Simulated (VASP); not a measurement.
Here is a VASP 6.6.1 calculation.

INCAR

```
ALGO = Normal
EDIFF = 1E-6
ENCUT = 600
GGA = PE
GGA_COMPAT = F
ISIF = 2
ISMEAR = 0
LASPH = T
LCHARG = F
LREAL = F
LWAVE = F
NBANDS = 32
NELM = 120
PREC = Accurate
SIGMA = 0.1
```

The input KPOINTS:

```
k-points
0
Gamma
  6 6 4
```

POSCAR

```
AsS5
1.0
    4.6605226352      0.0000000000      0.0000000000
   -2.3302613176      4.0361309970      0.0000000000
    0.0000000000      0.0000000000      7.0994302001
As S
1 5
Direct
    0.0000000000      0.0000000000      0.0000000000
    0.0000000000      0.7377688960      0.5000000000
    0.7377688960      0.0000000000      0.5000000000
    0.2622311040      0.2622311040      0.5000000000
    0.6666666667      0.3333333333      0.0000000000
    0.3333333333      0.6666666667      0.0000000000
```

Potentials or basis: VASP PAW PBE potentials, release 64 (As_d, S).

The run is started by

```bash
$ cat potpaw_PBE.64/As_d/POTCAR potpaw_PBE.64/S/POTCAR > POTCAR
$ mpirun -np 1 vasp_std > vasp.out
```

Problem. Estimate the pressure.

Solution. -0.3 GPa.

Problem. Estimate the band gap on the k mesh.

Solution. Zero (an odd number of electrons rules out a gap without spin polarisation).

Problem. What does it give for the largest force?

Solution. 0.207 eV/Å.

Forces in eV/Å, atoms in the order of the input:
```
As   0.000  0.000  0.000
S   -0.103  0.179  0.000
S    0.207  0.000  0.000
S   -0.103 -0.179  0.000
S    0.000  0.000  0.000
S    0.000  0.000  0.000
```

Caveat: this functional lacks dispersion, which binds the layers, so the pressure and a relaxed spacing across them are unreliable.
